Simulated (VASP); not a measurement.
Here is a VASP 6.6.1 calculation.

Contents of POSCAR:

```
MnO2
1.0
    2.8754964680      0.0000000000      0.0000000000
   -1.4377482340      2.4902529899      0.0000000000
    0.0000000000      0.0000000000      4.6318476229
Mn O
1 2
Direct
    0.0000000000      0.0000000000      0.5000000000
    0.3333333333      0.6666666667      0.7062925700
    0.6666666667      0.3333333333      0.2937074300
```

File INCAR.step1:

```
PREC = Accurate ; ENCUT = 520
ISMEAR = -1 ; SIGMA = 0.05
LREAL = False ; LASPH = True
NELM = 150 ; ISPIN = 2
MAGMOM = 4 0 0 ; LMAXMIX = 4
NBANDS = 24 ; GGA = PE
ALGO = Normal ; EDIFF = 1E-4
LWAVE = True ; LCHARG = False
```

INCAR.step2

```
PREC = Accurate ; ENCUT = 520
EDIFF = 1E-6 ; ISMEAR = -1
SIGMA = 0.05 ; LREAL = False
LASPH = True ; NELM = 150
ALGO = Normal ; ISIF = 2
LWAVE = False ; LCHARG = True
ISPIN = 2 ; MAGMOM = 4 0 0
LORBIT = 11 ; LMAXMIX = 4
METAGGA = R2SCAN ; LMIXTAU = True
LELF = True ; LVHAR = True
NBANDS = 24 ; ISTART = 1
```

The input KPOINTS:

```
Automatic mesh
0
Gamma
  11 11 6
```

Potentials or basis: VASP PAW PBE potentials, release 64 (Mn_pv, O).

The run is started by

```bash
$ cat potpaw_PBE.64/Mn_pv/POTCAR potpaw_PBE.64/O/POTCAR > POTCAR
$ cp INCAR.step1 INCAR
$ mpirun -np 1 vasp_std > vasp.out
$ cp INCAR.step2 INCAR
$ mpirun -np 1 vasp_std > vasp.out
```

(1) Estimate the pressure.

(2) Predict the net moment.

## Answers

(1) -3.6 GPa.

(2) 3.00 μB per cell.

Caveat: the PAW data sets were made with another functional, which shifts forces and pressure a little; a cell with one magnetic atom can't hold antiferromagnetic order, which such compounds often take.
